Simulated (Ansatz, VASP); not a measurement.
Two plane-wave programs on CdTe

```
CELL_PARAMETERS angstrom
0.00000 3.26249 3.13400
3.13400 0.00000 3.13400
3.13400 3.26249 0.00000
ATOMIC_POSITIONS crystal
Cd 0.00000 0.00000 0.00000
Te 0.75000 0.75000 0.75000
```

Alike in both runs: task single point; functional LDA; k mesh 8 × 8 × 8; occupations gaussian, width 0.05 eV; no spin polarisation.

|  | VASP | Ansatz |
| --- | --- | --- |
| version | VASP 6.6.1 | Ansatz 0.2.0 |
| potentials or method | VASP PAW LDA potentials, release 64 (Cd, Te), cutoff 520 eV | scalar-relativistic, plane waves, PAW |
| valence electrons in the cell | 18 | 36 |

|  | VASP | Ansatz | Ansatz less VASP |
| --- | --- | --- | --- |
| gap on the k mesh at the Fermi level (eV) | 0.68 | 0.64 | -0.044 |
| least direct gap on the mesh (eV) | 0.68 | 0.64 | -0.044 |
| pressure (GPa) | 1.6 | 1.3 | -0.30 |
| traceless stress, the component that is largest in VASP (GPa) | -0.50 | -0.51 | -0.007 |

LDA's correlation is that of Perdew and Zunger in VASP and of Perdew and Wang (1992) in Ansatz. VASP's potentials hold 18 valence electrons a cell and Ansatz's 36, so a difference there can come from the potentials and not from the codes.

Spin-orbit coupling is off throughout.
